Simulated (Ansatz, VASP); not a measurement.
# AlNi in VASP and in Ansatz

```xyz
4
Lattice="0.0006 0.0005 -2.8959 -0.0012 -2.9007 0.0005 -5.7738 -0.0027 0.0015" Properties=species:S:1:pos:R:3 pbc="T T T"
Al   -5.7738   -0.0025    0.0015
Al   -2.8870   -0.0017    0.0009
Ni   -4.3304   -1.4521   -1.4464
Ni   -1.4439   -1.4507   -1.4476
```

Change from the starting cell: cell x2, atoms moved at random (sigma 0.15 Å) and cell strained at random (1.5 %), then relaxed without symmetry.

Alike in both runs: functional PBE; k mesh 8 × 8 × 4; occupations gaussian, width 0.2 eV; no spin polarisation.

Ansatz relaxed the structure, and its values are those at the end. VASP's run is a single point on that final structure, the one shown.

```csv
,VASP,Ansatz
version,VASP 6.6.1,Ansatz 0.2.0
potentials or method,"VASP PAW PBE potentials, release 64 (Al, Ni), cutoff 520 eV","scalar-relativistic, plane waves, PAW"
valence electrons in the cell,26,42
```

VASP gave:

| Item | Value |
| --- | --- |
| gap on the k mesh at the Fermi level (eV) | none |
| pressure (GPa) | -0.6 |

**Question.** Estimate Ansatz's values.

**Answer.** gap on the k mesh at the Fermi level (eV): none; pressure (GPa): -0.1.

A gap of «none» marks a metal or a gap that the smearing closes. With one functional, cell and mesh, what is left measures potentials, basis and numerics. VASP's potentials hold 26 valence electrons a cell and Ansatz's 42, so a difference there can come from the potentials and not from the codes.
